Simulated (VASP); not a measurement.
# ZnS (I-4m2) in VASP: a series of runs, part 2 of 2

VASP 6.6.1.

### Step 3. Single point, r2SCAN (strain -0.030 along x and y, +0.030 along z)

POSCAR

```
ZnS
1.0
    0.0000000000      2.6235105000      2.7857895000
    2.6235105000      0.0000000000      2.7857895000
    2.6235105000      2.6235105000      0.0000000000
Zn S
1 1
Direct
    0.0000000000      0.0000000000      0.0000000000
    0.7500000000      0.7500000000      0.7500000000
```

INCAR.step1

```
SYSTEM = ZnS
PREC     = Accurate       ! precision mode
ENCUT    = 520            ! plane-wave cutoff, eV
ISMEAR   = 0              ! smearing method
SIGMA    = 0.05           ! smearing width, eV
LREAL    = .False.        ! projectors in reciprocal space
LASPH    = .True.         ! aspherical terms in the spheres
NELM     = 80             ! most SCF steps
NBANDS   = 16             ! bands
GGA      = PE             ! functional
ALGO     = Normal         ! electronic algorithm
EDIFF    = 1E-4           ! SCF threshold, eV
LWAVE    = .True.         ! write WAVECAR
LCHARG   = .False.        ! write CHGCAR
```

INCAR.step2

```
SYSTEM = ZnS
PREC     = Accurate       ! precision mode
ENCUT    = 520            ! plane-wave cutoff, eV
EDIFF    = 1E-6           ! SCF threshold, eV
ISMEAR   = 0              ! smearing method
SIGMA    = 0.05           ! smearing width, eV
LREAL    = .False.        ! projectors in reciprocal space
LASPH    = .True.         ! aspherical terms in the spheres
NELM     = 80             ! most SCF steps
ALGO     = Normal         ! electronic algorithm
ISIF     = 2              ! what is computed and relaxed
LWAVE    = .False.        ! write WAVECAR
LCHARG   = .True.         ! write CHGCAR
METAGGA  = R2SCAN         ! meta-GGA
LMIXTAU  = .True.       
LELF     = .True.         ! ELF
LVHAR    = .True.       
NBANDS   = 16             ! bands
ISTART   = 1
```

KPOINTS

```
Automatic mesh
0
Gamma
  8 8 8
  0 0 0
```

Potentials or basis: VASP PAW PBE potentials, release 64 (Zn, S).

Run with:

```sh
> cat potpaw_PBE.64/Zn/POTCAR potpaw_PBE.64/S/POTCAR > POTCAR
> cp INCAR.step1 INCAR
> mpirun -np 1 vasp_std > vasp.out
> cp INCAR.step2 INCAR
> mpirun -np 1 vasp_std > vasp.out
```

OUTCAR:

```text
SYSTEM = ZnS
   PREC = Accurate
   ENCUT = 520
   EDIFF = 1E-6
   ISMEAR = 0
   LREAL = .False.
   LASPH = .True.
   NELM = 80
   ISIF = 2
   METAGGA = R2SCAN
   ISTART = 1

 ion  position               nearest neighbor table
   1  0.000  0.000  0.000-   2 2.32   2 2.32   2 2.32   2 2.32
   2  0.750  0.750  0.750-   1 2.32   1 2.32   1 2.32   1 2.32

  LATTYP: Found a body centered tetragonal cell.
 ALAT       =     3.7102041301
 C/A-ratio  =     1.5016906899

  Lattice vectors:

 A1 = (  -2.6235105000,   0.0000000000,   2.7857895000)
 A2 = (   2.6235105000,   0.0000000000,   2.7857895000)
 A3 = (   0.0000000000,   2.6235105000,  -2.7857895000)

Analysis of symmetry for initial positions (statically):
=====================================================================
 Subroutine PRICEL returns:
 Original cell was already a primitive cell.

 Routine SETGRP: Setting up the symmetry group for a
 body centered tetragonal supercell.

 Subroutine GETGRP returns: Found  8 space group operations
 (whereof  8 operations were pure point group operations)
 out of a pool of 16 trial point group operations.

The static configuration has the point symmetry D_2d.

Analysis of symmetry for dynamics (positions and initial velocities):
=====================================================================
 Subroutine PRICEL returns:
 Original cell was already a primitive cell.

 Routine SETGRP: Setting up the symmetry group for a
 body centered tetragonal supercell.

 Subroutine GETGRP returns: Found  8 space group operations
 (whereof  8 operations were pure point group operations)
 out of a pool of 16 trial point group operations.

The dynamic configuration has the point symmetry D_2d.

 Subroutine INISYM returns: Found  8 space group operations
 (whereof  8 operations are pure point group operations),
 and found     1 'primitive' translations

----------------------------------------------------------------------------------------

                                     Primitive cell

[... 111 lines left out ...]
  volume/ion in A,a.u.               =      19.17       129.39
  Fermi-wavevector in a.u.,A,eV,Ry     =   1.272285  2.404270 22.023870  1.618709
  Thomas-Fermi vector in A             =   2.405172
   LORBIT       =      0    0 simple, 1 ext, 2 COOP (PROOUT), +10 PAW based schemes
   METAGGA = R2SCAN    functional components
   LHFCALC =     F    Hartree Fock is set to
   AEXX    =    0.0000 exact exchange contribution
   IVDW    =     0    specifies the selected vdW correction
   LEPSILON=     F    determine dielectric tensor
   LRPA    =     F    only Hartree local field effects (RPA)
 non-spin polarized calculation
 Gauss-broadening in eV      SIGMA  =   0.05
  energy-cutoff  :      520.00
  volume of cell :       38.35
 maximum number of plane-waves:      1050
   NGX = 15   NGY = 15   NGZ = 13

 number of electron      18.0000022 magnetization

 Free energy of the ion-electron system (eV)
  ---------------------------------------------------
  ext. energy  EPLUGINS =         0.00000000
  ---------------------------------------------------
  free energy    TOTEN  =       -18.84926223 eV

  energy without entropy =      -18.84926223  energy(sigma->0) =      -18.84926223

 E-fermi :   2.4335     XC(G=0): -10.4310

 val. band max:        2.1803670016   @ k =   0.0000   0.0000   0.0000
 cond. band min:       4.8947303003   @ k =   0.0000   0.0000   0.0000
 fundamental gap:      2.7143632987
 Fermi energy:         2.4334725770

 k-point     1 :       0.0000    0.0000    0.0000
  band No.  band energies     occupation
      1     -11.7742      2.00000
      2      -4.5373      2.00000
      3      -4.4971      2.00000
      4      -4.4971      2.00000
      5      -3.9434      2.00000
      6      -3.9249      2.00000
[... 433 lines left out ...]
      3      -4.3796      2.00000
      4      -4.3048      2.00000
      5      -3.9330      2.00000
      6      -3.8886      2.00000
[... 8 lines left out ...]
     15      15.3397      0.00000
     16      16.1765      0.00000

 [... further k-points ...]

------------------------ aborting loop because EDIFF is reached ----------------------------------------

  FORCE on cell =-STRESS in cart. coord.  units (eV):
  Direction    XX          YY          ZZ          XY          YZ          ZX
  --------------------------------------------------------------------------------------
  -------------------------------------------------------------------------------------
  Total        0.6159155      0.6159155     -0.0869834      0.0000000      0.0000000      0.0000000
  in kB       25.7328458     25.7328458     -3.6341537      0.0000000      0.0000000      0.0000000
  external PRESSURE =      15.9438460 kB  Pullay stress =       0.0000000 kB

 VOLUME and BASIS-vectors are now :
 -----------------------------------------------------------------------------
  energy-cutoff  :      520.00
  volume of cell :       38.35
      direct lattice vectors                 reciprocal lattice vectors
     0.000000000  2.623510500  2.785789500    -0.190584333  0.190584333  0.179482333
     2.623510500  0.000000000  2.785789500     0.190584333 -0.190584333  0.179482333
     2.623510500  2.623510500  0.000000000     0.190584333  0.190584333 -0.179482333

 POSITION                                       TOTAL-FORCE (eV/Angst)
 -----------------------------------------------------------------------------------
      0.00000      0.00000      0.00000        -0.000000     -0.000000     -0.000000
      3.93527      3.93527      4.17868         0.000000      0.000000      0.000000
 -----------------------------------------------------------------------------------
    total drift:                               -0.000046     -0.000046      0.000056

  FREE ENERGIE OF THE ION-ELECTRON SYSTEM (eV)
  ---------------------------------------------------
  free  energy   TOTEN  =       -18.8492622319 eV

  energy  without entropy=      -18.8492622319  energy(sigma->0) =      -18.84926223
```

Run time: 62 s. Hardware: 1 thread of Intel Xeon 6975P-C (Granite Rapids), shared host; peak memory 0.18 GiB.

Results:

```yaml
Free_energy: -18.8493 eV
Pressure: 1.6 GPa
Band_gap_on_the_k_mesh: 2.71 eV
```

Caveat: the cell differs from its parent crystal (strain -0.030 along x and y, +0.030 along z); the PAW data sets were made with another functional, which shifts forces and pressure a little.

### Step 4. Single point, r2SCAN (strain +0.000 along x and y, -0.015 along z)

POSCAR

```
ZnS
1.0
    0.0000000000      2.7046500000      2.6640802500
    2.7046500000      0.0000000000      2.6640802500
    2.7046500000      2.7046500000      0.0000000000
Zn S
1 1
Direct
    0.0000000000      0.0000000000      0.0000000000
    0.7500000000      0.7500000000      0.7500000000
```

INCAR.step1

```
SYSTEM = ZnS
PREC = Accurate
ENCUT = 520
ISMEAR = 0
SIGMA = 0.05
LREAL = .FALSE.
LASPH = .TRUE.
NELM = 100
NBANDS = 16
GGA = PE
ALGO = Normal
EDIFF = 1E-4
LWAVE = .TRUE.
LCHARG = .FALSE.
```

INCAR.step2

```
SYSTEM = ZnS
PREC = Accurate
ENCUT = 520
EDIFF = 1E-7
ISMEAR = 0
SIGMA = 0.05
LREAL = .FALSE.
LASPH = .TRUE.
NELM = 100
ALGO = Normal
ISIF = 2
LWAVE = .FALSE.
LCHARG = .TRUE.
METAGGA = R2SCAN
LMIXTAU = .TRUE.
LELF = .TRUE.
LVHAR = .TRUE.
NBANDS = 16
ISTART = 1
```

KPOINTS

```
Automatic mesh
0
G
  8 8 8
  0 0 0
```

Run with:

```sh
> cat potpaw_PBE.64/Zn/POTCAR potpaw_PBE.64/S/POTCAR > POTCAR
> cp INCAR.step1 INCAR
> mpirun -np 1 vasp_std > vasp.out
> cp INCAR.step2 INCAR
> mpirun -np 1 vasp_std > vasp.out
```

Run time: 69 s. Hardware: 1 thread of Intel Xeon 6975P-C (Granite Rapids), shared host; peak memory 0.18 GiB.

The run converged. Its results:

```
Free energy            : -18.8654 eV
Pressure               : 0.3 GPa
Band gap on the k mesh : 2.70 eV
```

Stress tensor (GPa, compression positive):
```
0.14 0.00 0.00
0.00 0.14 0.00
0.00 0.00 0.72
```

Levels at points of the mesh, in eV from the valence-band top:
| k point | band 6 | band 7 | band 8 | band 9 | band 10 | band 11 | band 12 | band 13 |
| --- | --- | --- | --- | --- | --- | --- | --- | --- |
| (0.00, 0.00, 0.00) | -6.02 | -0.05 | -0.05 | 0.00 | 2.70 | 6.86 | 6.86 | 6.86 |
| (0.50, 0.00, 0.00) | -5.82 | -5.51 | -0.98 | -0.90 | 3.80 | 7.28 | 7.42 | 9.43 |
| (0.50, 0.50, 0.00) | -5.79 | -4.64 | -2.42 | -2.42 | 3.61 | 4.34 | 11.94 | 12.85 |
| (0.50, 0.00, 0.50) | -5.81 | -4.73 | -2.35 | -2.32 | 3.69 | 4.50 | 11.76 | 12.81 |

Caveat: the cell differs from its parent crystal (strain +0.000 along x and y, -0.015 along z); the PAW data sets were made with another functional, which shifts forces and pressure a little.

### Step 5. Single point, r2SCAN (strain -0.015 along x and y, +0.015 along z)

POSCAR

```
ZnS
1.0
    0.0000000000      2.6640802500      2.7452197500
    2.6640802500      0.0000000000      2.7452197500
    2.6640802500      2.6640802500      0.0000000000
Zn S
1 1
Direct
    0.0000000000      0.0000000000      0.0000000000
    0.7500000000      0.7500000000      0.7500000000
```

INCAR.step1

```
PREC = Accurate ; ENCUT = 520
ISMEAR = 0 ; SIGMA = 0.05
LREAL = F ; LASPH = T
NELM = 80 ; NBANDS = 16
GGA = PE ; ALGO = Normal
EDIFF = 1E-4 ; LWAVE = T
LCHARG = F
```

INCAR.step2

```
PREC = Accurate ; ENCUT = 520
EDIFF = 1E-6 ; ISMEAR = 0
SIGMA = 0.05 ; LREAL = F
LASPH = T ; NELM = 80
ALGO = Normal ; ISIF = 2
LWAVE = F ; LCHARG = F
METAGGA = R2SCAN ; LMIXTAU = T
NBANDS = 16 ; ISTART = 1
```

KPOINTS

```
Automatic mesh
0
Gamma
  8 8 8
```

Run with:

```sh
> cat potpaw_PBE.64/Zn/POTCAR potpaw_PBE.64/S/POTCAR > POTCAR
> cp INCAR.step1 INCAR
> mpirun -np 1 vasp_std > vasp.out
> cp INCAR.step2 INCAR
> mpirun -np 1 vasp_std > vasp.out
```

Wall time 63 s (1 thread of Intel Xeon 6975P-C (Granite Rapids), shared host); peak memory 0.18 GiB.

Results (log left out):

| Quantity | Value |
| --- | --- |
| Free energy | -18.8630 eV |
| Pressure | 0.3 GPa |
| Band gap on the k mesh | 2.69 eV |

Stress tensor (GPa, compression positive):
```
 0.77  0.00  0.00
 0.00  0.77  0.00
 0.00  0.00 -0.55
```

Levels at points of the mesh, in eV from the valence-band top:
```
           k point  band 6  band 7  band 8  band 9  band 10  band 11  band 12  band 13
(0.00, 0.00, 0.00)   -6.02   -0.12    0.00    0.00     2.69     6.86     6.86     6.86
(0.50, 0.00, 0.00)   -5.82   -5.51   -1.03   -0.86     3.79     7.23     7.49     9.43
(0.50, 0.50, 0.00)   -5.84   -4.82   -2.25   -2.25     3.78     4.65    11.58    12.92
(0.50, 0.00, 0.50)   -5.79   -4.64   -2.45   -2.38     3.61     4.34    11.93    12.69
```

Caveat: the cell differs from its parent crystal (strain -0.015 along x and y, +0.015 along z); the PAW data sets were made with another functional, which shifts forces and pressure a little.

### Step 6. Single point, r2SCAN (strain -0.015 along x and y, +0.030 along z)

POSCAR

```
ZnS
1.0
    0.0000000000      2.6640802500      2.7857895000
    2.6640802500      0.0000000000      2.7857895000
    2.6640802500      2.6640802500      0.0000000000
Zn S
1 1
Direct
    0.0000000000      0.0000000000      0.0000000000
    0.7500000000      0.7500000000      0.7500000000
```

INCAR.step1

```
SYSTEM = ZnS
PREC = Accurate ; ENCUT = 520
ISMEAR = 0 ; SIGMA = 0.05
LREAL = .FALSE. ; LASPH = .TRUE.
NELM = 60 ; NBANDS = 16
GGA = PE ; ALGO = Normal
EDIFF = 1E-4 ; LWAVE = .TRUE.
LCHARG = .FALSE.
```

INCAR.step2

```
SYSTEM = ZnS
PREC = Accurate ; ENCUT = 520
EDIFF = 1E-7 ; ISMEAR = 0
SIGMA = 0.05 ; LREAL = .FALSE.
LASPH = .TRUE. ; NELM = 60
ALGO = Normal ; ISIF = 2
LWAVE = .FALSE. ; LCHARG = .FALSE.
METAGGA = R2SCAN ; LMIXTAU = .TRUE.
NBANDS = 16 ; ISTART = 1
```

KPOINTS

```
Automatic mesh
0
G
  8 8 8
  0 0 0
```

Potentials or basis: VASP PAW PBE potentials, release 64 (Zn, S).

Run with:

```sh
> cat potpaw_PBE.64/Zn/POTCAR potpaw_PBE.64/S/POTCAR > POTCAR
> cp INCAR.step1 INCAR
> mpirun -np 1 vasp_std > vasp.out
> cp INCAR.step2 INCAR
> mpirun -np 1 vasp_std > vasp.out
```

Run time: 92 s. Hardware: 1 thread of Intel Xeon 6975P-C (Granite Rapids), shared host; peak memory 0.19 GiB.

The run converged. Its results:

```yaml
Free_energy: -18.8579 eV
Pressure: -0.8 GPa
Band_gap_on_the_k_mesh: 2.60 eV
```

Stress tensor (GPa, compression positive):
```
-0.09  0.00  0.00
 0.00 -0.09  0.00
 0.00  0.00 -2.20
```

Levels at points of the mesh, in eV from the valence-band top:
```
           k point  band 7  band 8  band 9  band 10  band 11  band 12
(0.00, 0.00, 0.00)   -0.18    0.00    0.00     2.60     6.86     6.86
(0.50, 0.00, 0.00)   -5.42   -1.07   -0.81     3.72     7.19     7.55
(0.50, 0.50, 0.00)   -4.83   -2.16   -2.16     3.85     4.73    11.33
(0.50, 0.00, 0.50)   -4.56   -2.45   -2.35     3.60     4.28    11.84
```

Caveat: the cell differs from its parent crystal (strain -0.015 along x and y, +0.030 along z); the PAW data sets were made with another functional, which shifts forces and pressure a little.

### Step 7. Single point, r2SCAN (strain +0.000 along x and y, +0.015 along z)

POSCAR

```
ZnS
1.0
    0.0000000000      2.7046500000      2.7452197500
    2.7046500000      0.0000000000      2.7452197500
    2.7046500000      2.7046500000      0.0000000000
Zn S
1 1
Direct
    0.0000000000      0.0000000000      0.0000000000
    0.7500000000      0.7500000000      0.7500000000
```

INCAR.step1

```
ALGO = Normal ; EDIFF = 1E-4
ENCUT = 520 ; GGA = PE
ISMEAR = 0 ; LASPH = T
LCHARG = F ; LREAL = F
LWAVE = T ; NBANDS = 16
NELM = 60 ; PREC = Accurate
SIGMA = 0.05
```

INCAR.step2

```
ALGO = Normal ; EDIFF = 1E-6
ENCUT = 520 ; ISIF = 2
ISMEAR = 0 ; ISTART = 1
LASPH = T ; LCHARG = F
LMIXTAU = T ; LREAL = F
LWAVE = F ; METAGGA = R2SCAN
NBANDS = 16 ; NELM = 60
PREC = Accurate ; SIGMA = 0.05
```

KPOINTS

```
k-points
0
Gamma
  8 8 8
```

Run with:

```sh
> cat potpaw_PBE.64/Zn/POTCAR potpaw_PBE.64/S/POTCAR > POTCAR
> cp INCAR.step1 INCAR
> mpirun -np 1 vasp_std > vasp.out
> cp INCAR.step2 INCAR
> mpirun -np 1 vasp_std > vasp.out
```

It took 70 s on 1 thread of Intel Xeon 6975P-C (Granite Rapids), shared host; peak memory 0.19 GiB.

It converged, with:

| Quantity | Value |
| --- | --- |
| Free energy | -18.8594 eV |
| Pressure | -1.9 GPa |
| Band gap on the k mesh | 2.57 eV |

Stress tensor (GPa, compression positive):
```
-1.68  0.00  0.00
 0.00 -1.68  0.00
 0.00  0.00 -2.37
```

Levels at points of the mesh, in eV from the valence-band top:
| k point | band 5 | band 6 | band 7 | band 8 | band 9 | band 10 | band 11 | band 12 | band 13 | band 14 |
| --- | --- | --- | --- | --- | --- | --- | --- | --- | --- | --- |
| (0.00, 0.00, 0.00) | -5.93 | -5.92 | -0.05 | 0.00 | 0.00 | 2.57 | 6.90 | 6.90 | 6.90 | 12.12 |
| (0.50, 0.00, 0.00) | -5.89 | -5.73 | -5.29 | -0.92 | -0.84 | 3.76 | 7.33 | 7.45 | 9.33 | 12.74 |
| (0.50, 0.50, 0.00) | -5.85 | -5.73 | -4.62 | -2.18 | -2.18 | 3.80 | 4.57 | 11.49 | 12.70 | 12.70 |
| (0.50, 0.00, 0.50) | -5.85 | -5.71 | -4.53 | -2.27 | -2.24 | 3.72 | 4.42 | 11.66 | 12.60 | 12.72 |

Caveat: the cell differs from its parent crystal (strain +0.000 along x and y, +0.015 along z); the PAW data sets were made with another functional, which shifts forces and pressure a little.

### Step 8. Summary

| cell | gap on the mesh (eV) | pressure (GPa) |
| --- | --- | --- |
| a = 3.739, b = 3.739, c = 3.768 Å, angles 59.7, 59.7, 60.5°, 2 atoms | 2.91 | 4.3 |
| a = 3.827, b = 3.827, c = 3.710 Å, angles 61.0, 61.0, 58.0°, 2 atoms | 2.71 | 1.6 |
| a = 3.796, b = 3.796, c = 3.825 Å, angles 59.8, 59.8, 60.5°, 2 atoms | 2.70 | 0.3 |
| a = 3.825, b = 3.825, c = 3.768 Å, angles 60.5, 60.5, 59.0°, 2 atoms | 2.69 | 0.3 |
| a = 3.855, b = 3.855, c = 3.768 Å, angles 60.7, 60.7, 58.5°, 2 atoms | 2.60 | -0.8 |
| a = 3.854, b = 3.854, c = 3.825 Å, angles 60.2, 60.2, 59.5°, 2 atoms | 2.57 | -1.9 |

Alike in all rows: task single point; level r2SCAN; potentials or basis VASP PAW PBE potentials, release 64 (Zn, S); no spin polarisation; k mesh 8 × 8 × 8; cutoff (eV) 520; smearing gaussian 0.05 eV.

Caveats: the PAW data sets were made with another functional, which shifts forces and pressure a little; the cell stands under pressure (at least some runs).

Absolute energies hang on the potentials; compare differences alone.
